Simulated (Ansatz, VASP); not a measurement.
## One calculation of Al3GaN4, two programs

```xyz
8
Lattice="4.4012 0.0000 0.0000 0.0000 4.4012 0.0000 0.0000 0.0000 4.4012" Properties=species:S:1:pos:R:3 pbc="T T T"
Al    2.1801    2.1148    0.2766
Al    2.6100    0.0817    2.2069
Al   -0.0044    2.3901    2.1135
Ga    0.0590    0.2516    0.1811
N     3.3150    3.4474    1.1607
N     2.9539    1.0087    3.1117
N     0.5776    2.9693    3.1758
N     1.5125    0.9400    0.9774
```

Change from the starting cell: all atoms moved at random (sigma 0.22 Å a component).

Alike in both runs: task single point; functional r2SCAN; k mesh 6 × 6 × 6; occupations gaussian, width 0.05 eV; no spin polarisation.

```csv
,VASP,Ansatz
version,VASP 6.6.1,Ansatz 0.2.0
potentials or method,"VASP PAW PBE potentials, release 64 (Al, Ga_d, N), cutoff 520 eV","scalar-relativistic, plane waves, PAW"
valence electrons in the cell,42,42
```

|  | VASP | Ansatz | Ansatz less VASP |
| --- | --- | --- | --- |
| gap on the k mesh at the Fermi level (eV) | 1.27 | 1.29 | +0.018 |
| least direct gap on the mesh (eV) | 1.47 | 1.48 | +0.018 |
| rms of the force components (eV/Å) | 13.140 | 13.306 | +0.1663 |

VASP's potentials were made for PBE, not for r2SCAN. Atom by atom the forces differ by 0.218 eV/Å (rms over components). The functional is the same, so the differences come from potentials, cutoffs and numerics.
